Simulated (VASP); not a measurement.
Wanted: the native input for a VASP 6.6.1 run.

- Task: relaxation of cell and atoms
- Functional: PBE
- Potentials or basis: VASP PAW PBE potentials, release 64 (Al, B, P)
- Cutoff: 600 eV
- k mesh: 6 × 6 × 6
- Occupations: gaussian, width 0.02 eV
- Spin: no spin polarisation
- Dipole correction: no
- Further INCAR settings: ALGO = Normal; EDIFF = 1e-06; IBRION = 2; EDIFFG = -0.01; NSW = 100; ISIF = 3

The structure of Al3BP4 lies in POSCAR:

```
Al3BP4
1.0
    5.2756559133      0.0000000000      0.0000000000
    0.0000000000      5.2756559133      0.0000000000
    0.0000000000      0.0000000000      5.2756559133
Al B P
3 1 4
Direct
    0.0000000000      0.0000000000      0.5000000000
    0.0000000000      0.5000000000      0.0000000000
    0.5000000000      0.0000000000      0.0000000000
    0.5000000000      0.5000000000      0.5000000000
    0.2740891026      0.2740891026      0.2740891026
    0.2740891026      0.7259108974      0.7259108974
    0.7259108974      0.2740891026      0.7259108974
    0.7259108974      0.7259108974      0.2740891026
```

The input as run:

INCAR

```
SYSTEM = Al3BP4
ALGO = Normal
EDIFF = 1E-6
EDIFFG = -0.01
ENCUT = 600
GGA = PE
IBRION = 2
ISIF = 3
ISMEAR = 0
LASPH = .True.
LCHARG = .False.
LREAL = .False.
LWAVE = .False.
NELM = 80
NSW = 100
PREC = Accurate
SIGMA = 0.02
```

KPOINTS

```
k-points
0
Gamma
  6 6 6
  0 0 0
```

Potentials or basis: VASP PAW PBE potentials, release 64 (Al, B, P).

The run is started by

```bash
$ cat potpaw_PBE.64/Al/POTCAR potpaw_PBE.64/B/POTCAR potpaw_PBE.64/P/POTCAR > POTCAR
$ mpirun -np 1 vasp_std > vasp.out
```

It gave:

```
Pressure after relaxing : 0.0 GPa
Band gap on the k mesh  : 1.04 eV (least direct gap 1.42 eV)
```

Caveat: the relaxation stopped at its first step, so nothing moved.

Run time: 40 s on 1 thread of AMD EPYC 9R45 96-Core Processor (Zen 5), on a shared host, peak memory 0.25 GiB.
